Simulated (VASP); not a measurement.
# Al6W (Pm-3m) in VASP: a series of runs

Runs on Al6W. Level: PBE. Tasks: single point.

Program: VASP 6.6.1. These are calculated values, not measurements. Logs are shortened: lines on timing, memory, paths and dates and some standing lists are left out, and cuts for length are marked.

**1. The cell of the first run**

Symmetry: Pm-3m, No. 221, cubic system. The conventional cell has a = 6.094 Å, b = 6.094 Å, c = 6.094 Å, α = 90.00°, β = 90.00°, γ = 90.00°. Within 3.2 Å of Al (site symmetry 4mm) lie 5 Al at 2.40 to 2.62 Å. Within 6.1 Å of W (site symmetry m-3m) lie 24 Al at 4.47 Å and 6 W at 6.09 Å.

The cell was built from a structure type or drawn by symmetry, and may not be a known phase.

**2. Single point, PBE**

Input file INCAR:

```
SYSTEM = Al6W
PREC     = Accurate       ! precision mode
ENCUT    = 500            ! plane-wave cutoff, eV
EDIFF    = 1E-6           ! SCF threshold, eV
ISMEAR   = 0              ! smearing method
SIGMA    = 0.2            ! smearing width, eV
LREAL    = .FALSE.        ! projectors in reciprocal space
LASPH    = .TRUE.         ! aspherical terms in the spheres
NELM     = 120            ! most SCF steps
ALGO     = Normal         ! electronic algorithm
ISIF     = 2              ! what is computed and relaxed
LWAVE    = .FALSE.        ! write WAVECAR
LCHARG   = .FALSE.        ! write CHGCAR
GGA      = PE             ! functional
NBANDS   = 25             ! bands
GGA_COMPAT= .FALSE.
```

Input file KPOINTS:

```
regular mesh
0
G
  4 4 4
  0 0 0
```

Input file POSCAR:

```
Al6W
1.0
    6.0940477456      0.0000000000      0.0000000000
    0.0000000000      6.0940477456      0.0000000000
    0.0000000000      0.0000000000      6.0940477456
Al W
6 1
Direct
    0.0000000000      0.0000000000      0.3034922557
    0.0000000000      0.0000000000      0.6965077443
    0.3034922557      0.0000000000      0.0000000000
    0.6965077443      0.0000000000      0.0000000000
    0.0000000000      0.3034922557      0.0000000000
    0.0000000000      0.6965077443      0.0000000000
    0.5000000000      0.5000000000      0.5000000000
```

Potentials or basis: VASP PAW PBE potentials, release 64 (Al, W_sv).

Run with:

```bash
> cat potpaw_PBE.64/Al/POTCAR potpaw_PBE.64/W_sv/POTCAR > POTCAR
> mpirun -np 1 vasp_std > vasp.out
```

OUTCAR:

```text
SYSTEM = Al6W
   PREC = Accurate
   ENCUT = 500
   EDIFF = 1E-6
   ISMEAR = 0
   LREAL = .FALSE.
   LASPH = .TRUE.
   NELM = 120
   ISIF = 2
   GGA = PE

 ion  position               nearest neighbor table
   1  0.000  0.000  0.303-   2 2.40   3 2.62   4 2.62   5 2.62   6 2.62
   2  0.000  0.000  0.697-   1 2.40   3 2.62   4 2.62   5 2.62   6 2.62
   3  0.303  0.000  0.000-   4 2.40   2 2.62   1 2.62   5 2.62   6 2.62
   4  0.697  0.000  0.000-   3 2.40   2 2.62   1 2.62   5 2.62   6 2.62
   5  0.000  0.303  0.000-   6 2.40   2 2.62   3 2.62   4 2.62   1 2.62
   6  0.000  0.697  0.000-   5 2.40   2 2.62   3 2.62   4 2.62   1 2.62
   7  0.500  0.500  0.500-

  LATTYP: Found a simple cubic cell.
 ALAT       =     6.0940477456

  Lattice vectors:

 A1 = (   6.0940477456,   0.0000000000,   0.0000000000)
 A2 = (   0.0000000000,   6.0940477456,   0.0000000000)
 A3 = (   0.0000000000,   0.0000000000,   6.0940477456)

Analysis of symmetry for initial positions (statically):
=====================================================================
 Subroutine PRICEL returns:
 Original cell was already a primitive cell.

 Routine SETGRP: Setting up the symmetry group for a
 simple cubic supercell.

 Subroutine GETGRP returns: Found 48 space group operations
 (whereof 48 operations were pure point group operations)
 out of a pool of 48 trial point group operations.

The static configuration has the point symmetry O_h .

Analysis of symmetry for dynamics (positions and initial velocities):
=====================================================================
 Subroutine PRICEL returns:
 Original cell was already a primitive cell.

 Routine SETGRP: Setting up the symmetry group for a
 simple cubic supercell.

 Subroutine GETGRP returns: Found 48 space group operations
 (whereof 48 operations were pure point group operations)
 out of a pool of 48 trial point group operations.

The dynamic configuration has the point symmetry O_h .

 Subroutine INISYM returns: Found 48 space group operations
 (whereof 48 operations are pure point group operations),
 and found     1 'primitive' translations

----------------------------------------------------------------------------------------

                                     Primitive cell

  volume of cell :     226.3172

  direct lattice vectors                    reciprocal lattice vectors
     6.094047746  0.000000000  0.000000000     0.164094546  0.000000000  0.000000000
     0.000000000  6.094047746  0.000000000     0.000000000  0.164094546  0.000000000
     0.000000000  0.000000000  6.094047746     0.000000000  0.000000000  0.164094546

  length of vectors
     6.094047746  6.094047746  6.094047746     0.164094546  0.164094546  0.164094546

  position of ions in fractional coordinates (direct lattice)
     0.000000000  0.000000000  0.303492256
     0.000000000  0.000000000  0.696507744
     0.303492256  0.000000000  0.000000000
     0.696507744  0.000000000  0.000000000
     0.000000000  0.303492256  0.000000000
     0.000000000  0.696507744  0.000000000
     0.500000000  0.500000000  0.500000000

  ion indices of the primitive-cell ions
   primitive index   ion index
                 1           1
                 2           2
                 3           3
                 4           4
                 5           5
                 6           6
                 7           7

----------------------------------------------------------------------------------------

 KPOINTS: regular mesh

Automatic generation of k-mesh.
 Grid dimensions read from file:
 generate k-points for:    4    4    4

 Generating k-lattice:

  Cartesian coordinates                     Fractional coordinates (reciprocal lattice)
     0.041023637  0.000000000  0.000000000     0.250000000  0.000000000  0.000000000
     0.000000000  0.041023637  0.000000000     0.000000000  0.250000000  0.000000000
     0.000000000  0.000000000  0.041023637     0.000000000  0.000000000  0.250000000

  Length of vectors
     0.041023637  0.041023637  0.041023637

  Shift w.r.t. Gamma in fractional coordinates (k-lattice)
     0.000000000  0.000000000  0.000000000

 Subroutine IBZKPT returns following result:
 ===========================================

 Found     10 irreducible k-points:

 Following reciprocal coordinates:
            Coordinates               Weight
  0.000000  0.000000  0.000000      1.000000
  0.250000  0.000000  0.000000      6.000000
  0.500000  0.000000  0.000000      3.000000
  0.250000  0.250000  0.000000     12.000000
  0.500000  0.250000  0.000000     12.000000
  0.500000  0.500000  0.000000      3.000000
  0.250000  0.250000  0.250000      8.000000
  0.500000  0.250000  0.250000     12.000000
  0.500000  0.500000  0.250000      6.000000
  0.500000  0.500000  0.500000      1.000000
   k-points           NKPTS =     10   k-points in BZ     NKDIM =     10   number of bands    NBANDS=     25
   number of dos      NEDOS =    301   number of ions     NIONS =      7
   total plane-waves  NPLWV = 110592
   dimension x,y,z NGX =    48 NGY =   48 NGZ =   48
   dimension x,y,z NGXF=    96 NGYF=   96 NGZF=   96
   ions per type =               6   1
   NGX,Y,Z   is equivalent  to a cutoff of  13.09, 13.09, 13.09 a.u.
   NGXF,Y,Z  is equivalent  to a cutoff of  26.19, 26.19, 26.19 a.u.
 SYSTEM =  Al6W
   PREC   = accura    normal or accurate (medium, high low for compatibility)
   ISTART =      0    job   : 0-new  1-cont  2-samecut
   ICHARG =      2    charge: 1-file 2-atom 10-const
   ISPIN  =      1    spin polarized calculation?
   LNONCOLLINEAR =      F non collinear calculations
   LSORBIT =      F    spin-orbit coupling
   LASPH  =      T    aspherical Exc in radial PAW
   ENCUT  =  500.0 eV  36.75 Ry    6.06 a.u.  11.11 11.11 11.11*2*pi/ulx,y,z
   NELM   =    120;   NELMIN=  2; NELMDL= -5     # of ELM steps
   EDIFF  = 0.1E-05   stopping-criterion for ELM
   LREAL  =      F    real-space projection
   EDIFFG = 0.1E-04   stopping-criterion for IOM
   NSW    =      0    number of steps for IOM
   IBRION =     -1    ionic relax: 0-MD 1-quasi-New 2-CG
   NFREE  =      0    steps in history (QN), initial steepest desc. (CG)
   ISIF   =      2    stress and relaxation
   ISYM   =      2    0-nonsym 1-usesym 2-fastsym
   POTIM  = 0.5000    time-step for ionic-motion
   TEBEG  =    0.0;   TEEND  =   0.0 temperature during run
   PSTRESS=    0.0 pullay stress
   NELECT =      32.0000    total number of electrons
   NUPDOWN=      -1.0000    fix difference up-down
   EMIN   =  10.00;   EMAX   =-10.00  energy-range for DOS
   EFERMI =   0.00;   METHOD = LEGACY
   ISMEAR =     0;   SIGMA  =   0.20  broadening in eV -4-tet -1-fermi 0-gaus
   EFERMI_NEDOS =   21; number of points for ismear=-14 and -15
   IALGO  =     38    algorithm
   IMIX   =      4    mixing-type and parameters
     AMIX     =   0.40;   BMIX     =  1.00
     AMIX_MAG =   1.60;   BMIX_MAG =  1.00
  volume/ion in A,a.u.               =      32.33       218.18
  Fermi-wavevector in a.u.,A,eV,Ry     =   0.852875  1.611701  9.896832  0.727397
  Thomas-Fermi vector in A             =   1.969231
   LORBIT       =      0    0 simple, 1 ext, 2 COOP (PROOUT), +10 PAW based schemes
   GGA     = PE    functional components
   LHFCALC =     F    Hartree Fock is set to
   AEXX    =    0.0000 exact exchange contribution
   IVDW    =     0    specifies the selected vdW correction
   LEPSILON=     F    determine dielectric tensor
   LRPA    =     F    only Hartree local field effects (RPA)
 non-spin polarized calculation
 Gauss-broadening in eV      SIGMA  =   0.20
  energy-cutoff  :      500.00
  volume of cell :      226.32
 maximum number of plane-waves:      5832
 NGX is ok and might be reduce to    48
   NGX = 23   NGY = 23   NGZ = 23

 number of electron      31.9999998 magnetization

 Free energy of the ion-electron system (eV)
  ---------------------------------------------------
  ext. energy  EPLUGINS =         0.00000000
  ---------------------------------------------------
  free energy    TOTEN  =       -22.05715574 eV

  energy without entropy =      -21.69137434  energy(sigma->0) =      -21.87426504

 E-fermi :   1.9536     XC(G=0):  -7.7589

 val. band max:        1.9490382948   @ k =   0.2500   0.2500   0.0000
 cond. band min:       1.9602422128   @ k =   0.2500   0.2500   0.0000
 fundamental gap:      0.0112039180
 Fermi energy:         1.9535944748

 k-point     1 :       0.0000    0.0000    0.0000
  band No.  band energies     occupation
      1     -72.7604      2.00000
      2     -36.8647      2.00000
      3     -36.8647      2.00000
      4     -36.8647      2.00000
      5      -6.6752      2.00000
      6      -1.9684      2.00000
[... 17 lines left out ...]
     24       4.2790      0.00000
     25       4.2790      0.00000

 k-point     2 :       0.2500    0.0000    0.0000
  band No.  band energies     occupation
      1     -72.7604      2.00000
      2     -36.8647      2.00000
      3     -36.8647      2.00000
      4     -36.8647      2.00000
      5      -6.5736      2.00000
      6      -3.2294      2.00000
[... 17 lines left out ...]
     24       4.7108      0.00000
     25       5.4185      0.00000

 k-point     3 :       0.5000    0.0000    0.0000
  band No.  band energies     occupation
      1     -72.7604      2.00000
      2     -36.8647      2.00000
      3     -36.8647      2.00000
      4     -36.8647      2.00000
      5      -6.4536      2.00000
      6      -3.7878      2.00000
[... 160 lines left out ...]
 k-point     9 :       0.5000    0.5000    0.2500
  band No.  band energies     occupation
      1     -72.7604      2.00000
      2     -36.8647      2.00000
      3     -36.8647      2.00000
      4     -36.8647      2.00000
      5      -6.1105      2.00000
      6      -3.6037      2.00000
[... 17 lines left out ...]
     24       4.6214      0.00000
     25       5.6129      0.00000

 k-point    10 :       0.5000    0.5000    0.5000
  band No.  band energies     occupation
      1     -72.7604      2.00000
      2     -36.8647      2.00000
      3     -36.8647      2.00000
      4     -36.8647      2.00000
      5      -5.9702      2.00000
      6      -3.5614      2.00000
[... 17 lines left out ...]
     24       6.2381      0.00000
     25       6.2385      0.00000

------------------------ aborting loop because EDIFF is reached ----------------------------------------

  FORCE on cell =-STRESS in cart. coord.  units (eV):
  Direction    XX          YY          ZZ          XY          YZ          ZX
  --------------------------------------------------------------------------------------
  -------------------------------------------------------------------------------------
  Total        0.8680406      0.8680406      0.8680406      0.0000000      0.0000000     -0.0000000
  in kB        6.1451581      6.1451581      6.1451581      0.0000000      0.0000000     -0.0000000
  external PRESSURE =       6.1451581 kB  Pullay stress =       0.0000000 kB

 VOLUME and BASIS-vectors are now :
 -----------------------------------------------------------------------------
  energy-cutoff  :      500.00
  volume of cell :      226.32
      direct lattice vectors                 reciprocal lattice vectors
     6.094047746  0.000000000  0.000000000     0.164094546  0.000000000  0.000000000
     0.000000000  6.094047746  0.000000000     0.000000000  0.164094546  0.000000000
     0.000000000  0.000000000  6.094047746     0.000000000  0.000000000  0.164094546

 POSITION                                       TOTAL-FORCE (eV/Angst)
 -----------------------------------------------------------------------------------
      0.00000      0.00000      1.84950         0.000000     -0.000000     -0.013651
      0.00000      0.00000      4.24455        -0.000000     -0.000000      0.013651
      1.84950      0.00000      0.00000        -0.013651      0.000000      0.000000
      4.24455      0.00000      0.00000         0.013651     -0.000000     -0.000000
      0.00000      1.84950      0.00000         0.000000     -0.013651     -0.000000
      0.00000      4.24455      0.00000        -0.000000      0.013651     -0.000000
      3.04702      3.04702      3.04702         0.000000      0.000000     -0.000000
 -----------------------------------------------------------------------------------
    total drift:                                0.000000     -0.000000     -0.000000

  FREE ENERGIE OF THE ION-ELECTRON SYSTEM (eV)
  ---------------------------------------------------
  free  energy   TOTEN  =       -22.0571557404 eV

  energy  without entropy=      -21.6913743376  energy(sigma->0) =      -21.87426504
```

Run time: 39 s. Hardware: 1 thread of Intel Xeon 6975P-C (Granite Rapids), shared host; peak memory 0.33 GiB.

What came out:

| Item | Value |
| --- | --- |
| Free energy | -22.0572 eV |
| Pressure | 0.6 GPa |
| Largest force | 0.014 eV/Å |
| Band gap on the k mesh | zero (bands 16 and 17 overlap by 0.12 eV) |

Forces on the atoms (eV/Å):
```
Al   0.000  0.000 -0.014
Al   0.000  0.000  0.014
Al  -0.014  0.000  0.000
Al   0.014  0.000  0.000
Al   0.000 -0.014  0.000
Al   0.000  0.014  0.000
W    0.000  0.000  0.000
```

Levels at points of the mesh, in eV from the Fermi level:
| k point | band 13 | band 14 | band 15 | band 16 | band 17 | band 18 |
| --- | --- | --- | --- | --- | --- | --- |
| (0.00, 0.00, 0.00) | -0.25 | -0.25 | -0.25 | -0.01 | -0.01 | 0.81 |
| (0.50, 0.00, 0.00) | -0.67 | -0.35 | -0.32 | -0.05 | -0.04 | -0.04 |
| (0.50, 0.50, 0.00) | -0.29 | -0.29 | -0.11 | 0.03 | 0.06 | 0.56 |
| (0.50, 0.50, 0.50) | -0.12 | -0.12 | -0.12 | 0.07 | 0.07 | 0.09 |

Caveat: spin-orbit coupling is left out, which moves the levels of the heavy elements.

**3. Single point, PBE**

This run uses another cell than the first one, of 33.06 Å³/atom.

Input file INCAR:

```
PREC = Accurate ; ENCUT = 500
EDIFF = 1E-6 ; ISMEAR = 0
SIGMA = 0.2 ; LREAL = F
LASPH = T ; NELM = 120
ALGO = Normal ; ISIF = 2
LWAVE = F ; LCHARG = F
GGA = PE ; NBANDS = 25
GGA_COMPAT = F
```

Input file KPOINTS:

```
Automatic mesh
0
Gamma
  4 4 4
```

Input file POSCAR:

```
Al6W
1.0
    6.1396141565      0.0000000000      0.0000000000
    0.0000000000      6.1396141565      0.0000000000
    0.0000000000      0.0000000000      6.1396141565
Al W
6 1
Direct
    0.1971073911      0.5000000000      0.5000000000
    0.5000000000      0.5000000000      0.8028926089
    0.5000000000      0.5000000000      0.1971073911
    0.5000000000      0.1971073911      0.5000000000
    0.5000000000      0.8028926089      0.5000000000
    0.8028926089      0.5000000000      0.5000000000
    0.0000000000      0.0000000000      0.0000000000
```

Potentials or basis: VASP PAW PBE potentials, release 64 (Al, W_sv).

Run with:

```bash
> cat potpaw_PBE.64/Al/POTCAR potpaw_PBE.64/W_sv/POTCAR > POTCAR
> mpirun -np 1 vasp_std > vasp.out
```

Wall time 39 s (1 thread of Intel Xeon 6975P-C (Granite Rapids), shared host); peak memory 0.33 GiB.

Results (log left out):

| Quantity | Value |
| --- | --- |
| Free energy | -22.0648 eV |
| Pressure | -0.1 GPa |
| Largest force | 0.056 eV/Å |
| Band gap on the k mesh | zero (bands 16 and 17 overlap by 0.11 eV) |

Forces in eV/Å, atoms in the order of the input:
```
Al  -0.056  0.000  0.000
Al   0.000  0.000  0.056
Al   0.000  0.000 -0.056
Al   0.000 -0.056  0.000
Al   0.000  0.056  0.000
Al   0.056  0.000  0.000
W    0.000  0.000  0.000
```

Levels at points of the mesh, in eV from the Fermi level:
| k point | band 13 | band 14 | band 15 | band 16 | band 17 | band 18 |
| --- | --- | --- | --- | --- | --- | --- |
| (0.00, 0.00, 0.00) | -0.23 | -0.23 | -0.23 | -0.01 | -0.01 | 0.79 |
| (0.50, 0.00, 0.00) | -0.64 | -0.36 | -0.30 | -0.04 | -0.04 | -0.04 |
| (0.50, 0.50, 0.00) | -0.29 | -0.29 | -0.11 | 0.03 | 0.06 | 0.54 |
| (0.50, 0.50, 0.50) | -0.13 | -0.13 | -0.13 | 0.07 | 0.07 | 0.08 |

Caveat: spin-orbit coupling is left out, which moves the levels of the heavy elements.
